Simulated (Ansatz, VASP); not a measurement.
# Two plane-wave programs on SiGe

File INCAR:

```
PREC = Accurate ; ENCUT = 520
EDIFF = 1E-6 ; ISMEAR = 0
SIGMA = 0.03 ; LREAL = F
LASPH = T ; NELM = 100
ALGO = Normal ; ISIF = 2
LWAVE = F ; LCHARG = F
GGA = PS ; NBANDS = 26
```

The input KPOINTS:

```
regular mesh
0
Gamma
  12 12 6
```

File POSCAR:

```
SiGe
1.0
    3.9686298291      0.0000000000      0.0000000000
   -1.9843149145      3.4369342502      0.0000000000
    0.0000000000      0.0000000000      6.5557570282
Si Ge
2 2
Direct
    0.6666666667      0.3333333333      0.8745463082
    0.3333333333      0.6666666667      0.3745463082
    0.6666666667      0.3333333333      0.5237332063
    0.3333333333      0.6666666667      0.0237332063
```

Input for Ansatz:

```yaml
crystal:
  lattice:
    - [3.9686298291, 0.0, 0.0]
    - [-1.9843149145, 3.4369342502, 0.0]
    - [0.0, 0.0, 6.5557570282]
  atoms:
    - { symbol: Si, position: [0.6666666667, 0.3333333333, 0.8745463082] }
    - { symbol: Si, position: [0.3333333333, 0.6666666667, 0.3745463082] }
    - { symbol: Ge, position: [0.6666666667, 0.3333333333, 0.5237332063] }
    - { symbol: Ge, position: [0.3333333333, 0.6666666667, 0.0237332063] }
basis:
  ecutwfc: 420
kpoints:
  mp_grid: { grid: [12, 12, 6] }
hamiltonian:
  xc: pbesol
  pseudopotentials: { kind: paw, azcp: { folder: soft_1 } }
scf:
  occupations: { method: gaussian, width: 0.03 }
output:
  forces: true
  stress: true
  eigenvalues: true
  write_density: true
  write_potential: true
  elf: true
  volumetric_format: npy
```

Alike in both runs: task single point; functional PBEsol; k mesh 12 × 12 × 6; occupations gaussian, width 0.03 eV; no spin polarisation.

|  | VASP | Ansatz |
| --- | --- | --- |
| version | VASP 6.6.1 | Ansatz 0.2.0 |
| potentials or method | VASP PAW PBE potentials, release 64 (Si, Ge_d), cutoff 520 eV | scalar-relativistic, plane waves, PAW |
| valence electrons in the cell | 36 | 36 |

|  | VASP | Ansatz | Ansatz less VASP |
| --- | --- | --- | --- |
| gap on the k mesh at the Fermi level (eV) | none | none | - |
| pressure (GPa) | -3.2 | -3.2 | +0.01 |
| traceless stress, the component that is largest in VASP (GPa) | 5.38 | 5.40 | +0.026 |
| rms of the force components (eV/Å) | 1.158 | 1.160 | +0.0018 |

VASP's potentials were made for PBE, not for PBEsol, and Ansatz warns of the same on its side. Atom by atom the forces differ by 0.002 eV/Å (rms over components). A gap of «none» marks a metal or a gap that the smearing closes.
